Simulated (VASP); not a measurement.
# Ge4N in VASP: further runs, part 2 of 2

VASP 6.6.1. The steps go on from the part before.

## (3) Relaxation of the atoms, PBE

Input file INCAR:

```
PREC = Accurate
ENCUT = 520
EDIFF = 1E-6
ISMEAR = 0
SIGMA = 0.1
LREAL = F
LASPH = T
NELM = 100
ALGO = Fast
ISIF = 2
LWAVE = F
LCHARG = F
LDIPOL = T
IDIPOL = 3
DIPOL = 0.5 0.5 0.320
GGA = PE
IBRION = 2
NSW = 36
EDIFFG = -0.025
```

Input file KPOINTS:

```
regular mesh
0
Gamma
  7 7 1
```

Input file POSCAR:

```
Ge4N
1.0
    4.0740542166      0.0000000000      0.0000000000
    0.0000000000      4.0740542166      0.0000000000
    0.0000000000      0.0000000000     19.8557568530
Ge N
4 1
Selective dynamics
Direct
    0.0000000000      0.5000000000      0.2014529101  F F F
    0.0000000000      0.0000000000      0.2739958855  F F F
    0.5000000000      0.0000000000      0.3493666166  F F F
    0.5000000000      0.5000000000      0.4208228835  F F F
    1.0000000000      0.7500000000      0.3534812674  F F T
```

Potentials or basis: VASP PAW PBE potentials, release 64 (Ge_d, N).

Launch:

```sh
> cat potpaw_PBE.64/Ge_d/POTCAR potpaw_PBE.64/N/POTCAR > POTCAR
> mpirun -np 1 vasp_std > vasp.out
```

OUTCAR:

```text
PREC = Accurate
   ENCUT = 520
   EDIFF = 1E-6
   ISMEAR = 0
   LREAL = F
   LASPH = T
   NELM = 100
   ISIF = 2
   GGA = PE
   IBRION = 2
   NSW = 36
   EDIFFG = -0.025

 ion  position               nearest neighbor table
   1  0.000  0.500  0.201-   2 2.49   2 2.49
   2  0.000  0.000  0.274-   5 1.88   1 2.49   1 2.49   3 2.53   3 2.53
   3  0.500  0.000  0.349-   5 2.28   5 2.28   4 2.48   4 2.48   2 2.53   2 2.53
   4  0.500  0.500  0.421-   3 2.48   3 2.48
   5  0.000  0.750  0.353-   2 1.88   3 2.28   3 2.28

  LATTYP: Found a simple tetragonal cell.
 ALAT       =     4.0740542166
 C/A-ratio  =     4.8737095280

  Lattice vectors:

 A1 = (   4.0740542166,   0.0000000000,   0.0000000000)
 A2 = (   0.0000000000,   4.0740542166,   0.0000000000)
 A3 = (   0.0000000000,   0.0000000000,  19.8557568530)

Analysis of symmetry for initial positions (statically):
=====================================================================
 Subroutine PRICEL returns:
 Original cell was already a primitive cell.

 Routine SETGRP: Setting up the symmetry group for a
 simple tetragonal supercell.

 Subroutine GETGRP returns: Found  2 space group operations
 (whereof  2 operations were pure point group operations)
 out of a pool of 16 trial point group operations.

[... 256 lines left out ...]

 number of electron      60.9999945 magnetization

------------------------ aborting loop because EDIFF is reached ----------------------------------------
[... 34 lines left out ...]
--------------------------------------- Ionic step        4  -------------------------------------------

 number of electron      60.9999945 magnetization

 dipolmoment           0.000000      0.000000     -0.005798 electrons x Angstroem

 Free energy of the ion-electron system (eV)
  ---------------------------------------------------
  ext. energy  EPLUGINS =         0.00000000
  ---------------------------------------------------
  free energy    TOTEN  =       -21.26084268 eV

  energy without entropy =      -21.24223897  energy(sigma->0) =      -21.25154083

 E-fermi :  -1.8008     XC(G=0):  -3.8762

 val. band max:       -1.8086354882   @ k =   0.0000   0.1429   0.0000
 cond. band min:      -1.7608630621   @ k =   0.2857   0.2857   0.0000
 fundamental gap:      0.0477724261
 Fermi energy:        -1.8007682500

 k-point     1 :       0.0000    0.0000    0.0000
  band No.  band energies     occupation
      1     -26.5852      2.00000
      2     -26.5614      2.00000
      3     -26.5569      2.00000
      4     -26.5227      2.00000
      5     -26.5018      2.00000
      6     -26.4633      2.00000
[... 613 lines left out ...]
     35       1.0734      0.00000
     36       2.7900      0.00000

------------------------ aborting loop because EDIFF is reached ----------------------------------------

 vacuum level on the upper side and lower side of the slab       (xc-potential included)        -0.180        -0.098

  FORCE on cell =-STRESS in cart. coord.  units (eV):
  Direction    XX          YY          ZZ          XY          YZ          ZX
  --------------------------------------------------------------------------------------
  -------------------------------------------------------------------------------------
  Total       -2.8953636      0.4527602      0.9251156      0.0000000      2.1293282      0.0000000
  in kB      -14.0758180      2.2010949      4.4974522      0.0000000     10.3517347      0.0000000
  external PRESSURE =      -2.4590903 kB  Pullay stress =       0.0000000 kB
[... 20 lines left out ...]
  FREE ENERGIE OF THE ION-ELECTRON SYSTEM (eV)
  ---------------------------------------------------
  free  energy   TOTEN  =       -21.2608426791 eV

  energy  without entropy=      -21.2422389712  energy(sigma->0) =      -21.25154083

 reached required accuracy - stopping structural energy minimisation

 vacuum level on the upper side and lower side of the slab         2.590         2.673
```

It took 11 min on 1 thread of Oxide Virtual Turin-like, shared host; peak memory 0.43 GiB.

Results:

```yaml
Free_energy: -21.2608 eV
Energy_gained_by_relaxing: 29.2 meV/atom
Ionic_steps: 4
Band_gap_on_the_k_mesh: zero (an odd number of electrons rules out a gap without spin polarisation)
```

The path:
| step | energy change (eV) | largest force on free atoms (eV/Å) | pressure (GPa) |
| --- | --- | --- | --- |
| 1 | 0.0000 | 1.4562 | 0.55 |
| 2 | -0.0814 | 0.8803 | 0.25 |
| 3 | -0.1457 | 0.0603 | -0.22 |
| 4 | -0.1462 | 0.0235 | -0.25 |

Final structure:
```yaml
crystal:
  lattice:
    - [4.07405, 0.00000, 0.00000]
    - [0.00000, 4.07405, 0.00000]
    - [0.00000, 0.00000, 19.85576]
  atoms:
    - { symbol: Ge, position: [0.00000, 0.50000, 0.20145] }
    - { symbol: Ge, position: [0.00000, 0.00000, 0.27400] }
    - { symbol: Ge, position: [0.50000, 0.00000, 0.34937] }
    - { symbol: Ge, position: [0.50000, 0.50000, 0.42082] }
    - { symbol: N, position: [0.00000, 0.75000, 0.36531] }
```

Levels at points of the mesh, in eV from the Fermi level:
```tsv
k point	band 27	band 28	band 29	band 30	band 31	band 32	band 33	band 34
(0.00, 0.00, 0.00)	-2.09	-2.02	-1.42	-0.12	-0.08	0.72	1.81	2.79
```

## (4) Relaxation of the atoms, PBE

Input file INCAR:

```
SYSTEM = Ge4N
PREC = Accurate ; ENCUT = 520
EDIFF = 1E-6 ; ISMEAR = 0
SIGMA = 0.1 ; LREAL = .False.
LASPH = .True. ; NELM = 80
ALGO = Fast ; ISIF = 2
LWAVE = .False. ; LCHARG = .False.
LDIPOL = .True. ; IDIPOL = 3
DIPOL = 0.5 0.5 0.342 ; GGA = PE
IBRION = 2 ; NSW = 36
EDIFFG = -0.025
```

Input file KPOINTS:

```
regular mesh
0
Gamma
  7 7 1
  0 0 0
```

POSCAR, as its differences from that of step 3:

```diff
@@ -13,2 +13,2 @@
     0.5000000000      0.5000000000      0.4208228835  F F F
-    1.0000000000      0.7500000000      0.3534812674  F F T
+    0.5000000000      0.8750000000      0.4653590387  F F T
```

Launch:

```sh
> cat potpaw_PBE.64/Ge_d/POTCAR potpaw_PBE.64/N/POTCAR > POTCAR
> mpirun -np 1 vasp_std > vasp.out
```

Run time: 10 min. Hardware: 1 thread of Oxide Virtual Turin-like, shared host; peak memory 0.42 GiB.

Results (log left out):

```yaml
Free_energy: -21.7125 eV
Energy_gained_by_relaxing: 16.2 meV/atom
Ionic_steps: 4
Band_gap_on_the_k_mesh: zero (an odd number of electrons rules out a gap without spin polarisation)
```

The path:
```
step  energy change (eV)  largest force on free atoms (eV/Å)  pressure (GPa)
   1              0.0000                              1.1364           -0.19
   2             -0.0506                              0.7063            0.09
   3             -0.0808                              0.0400            0.60
   4             -0.0809                              0.0000            0.57
```

Final structure:
```yaml
crystal:
  lattice:
    - [4.07405, 0.00000, 0.00000]
    - [0.00000, 4.07405, 0.00000]
    - [0.00000, 0.00000, 19.85576]
  atoms:
    - { symbol: Ge, position: [0.00000, 0.50000, 0.20145] }
    - { symbol: Ge, position: [0.00000, 0.00000, 0.27400] }
    - { symbol: Ge, position: [0.50000, 0.00000, 0.34937] }
    - { symbol: Ge, position: [0.50000, 0.50000, 0.42082] }
    - { symbol: N, position: [0.50000, 0.87500, 0.45831] }
```

Levels at points of the mesh, in eV from the Fermi level:
```tsv
k point	band 26	band 27	band 28	band 29	band 30	band 31	band 32	band 33	band 34	band 35
(0.00, 0.00, 0.00)	-3.89	-2.98	-1.75	-1.41	-1.25	0.68	1.16	1.71	1.80	2.35
```

## (5) Relaxation of the atoms, PBE

Input file INCAR:

```
SYSTEM = Ge4N
ALGO = Fast
DIPOL = 0.5 0.5 0.347
EDIFF = 1E-6
EDIFFG = -0.025
ENCUT = 520
GGA = PE
IBRION = 2
IDIPOL = 3
ISIF = 2
ISMEAR = 0
LASPH = .TRUE.
LCHARG = .FALSE.
LDIPOL = .TRUE.
LREAL = .FALSE.
LWAVE = .FALSE.
NELM = 80
NSW = 36
PREC = Accurate
SIGMA = 0.1
```

Input file KPOINTS:

```
k-points
0
G
  7 7 1
  0 0 0
```

POSCAR, as its differences from that of step 4:

```diff
@@ -13,2 +13,2 @@
     0.5000000000      0.5000000000      0.4208228835  F F F
-    0.5000000000      0.8750000000      0.4653590387  F F T
+    0.7500000000      0.5000000000      0.4916733133  F F T
```

Launch:

```sh
> cat potpaw_PBE.64/Ge_d/POTCAR potpaw_PBE.64/N/POTCAR > POTCAR
> mpirun -np 1 vasp_std > vasp.out
```

It took 11 min on 1 thread of Oxide Virtual Turin-like, shared host; peak memory 0.41 GiB.

Results (log left out):

| Item | Value |
| --- | --- |
| Free energy | -21.0895 eV |
| Energy gained by relaxing | 2.5 meV/atom |
| Ionic steps | 3 |
| Band gap on the k mesh | zero (an odd number of electrons rules out a gap without spin polarisation) |

The path:
```
step  energy change (eV)  largest force on free atoms (eV/Å)  pressure (GPa)
   1              0.0000                              0.6764           -0.29
   2             -0.0124                              0.0726           -0.07
   3             -0.0125                              0.0004           -0.04
```

Final structure:
```cif
data_structure
_symmetry_space_group_name_H-M 'P 1'
_symmetry_Int_Tables_number 1
_cell_length_a 4.0741
_cell_length_b 4.0741
_cell_length_c 19.8558
_cell_angle_alpha 90.000
_cell_angle_beta 90.000
_cell_angle_gamma 90.000
_cell_volume 329.56
loop_
_atom_site_label
_atom_site_type_symbol
_atom_site_fract_x
_atom_site_fract_y
_atom_site_fract_z
_atom_site_occupancy
Ge1 Ge 0.00000 0.50000 0.20145 1
Ge2 Ge 0.00000 0.00000 0.27400 1
Ge3 Ge 0.50000 0.00000 0.34937 1
Ge4 Ge 0.50000 0.50000 0.42082 1
N1 N 0.75000 0.50000 0.48984 1
```

Levels at points of the mesh, in eV from the Fermi level:
```
           k point  band 27  band 28  band 29  band 30  band 31  band 32  band 33  band 34
(0.00, 0.00, 0.00)    -1.50    -0.80    -0.48    -0.22     0.81     1.38     1.83     2.14
```

## (6) Overview

```tsv
cell	gap on the mesh (eV)
atoms relaxed, atomic positions A	none
atoms relaxed, atomic positions B	none
atoms relaxed, atomic positions C	none
atoms relaxed, atomic positions D	none
```

Alike in all rows: task relaxation of the atoms; level PBE; potentials or basis VASP PAW PBE potentials, release 64 (Ge_d, N); no spin polarisation; k mesh 7 × 7 × 1; cutoff (eV) 520; smearing gaussian 0.1 eV.

Total energies depend on the potentials used, so only differences within one code and one set of settings carry meaning.
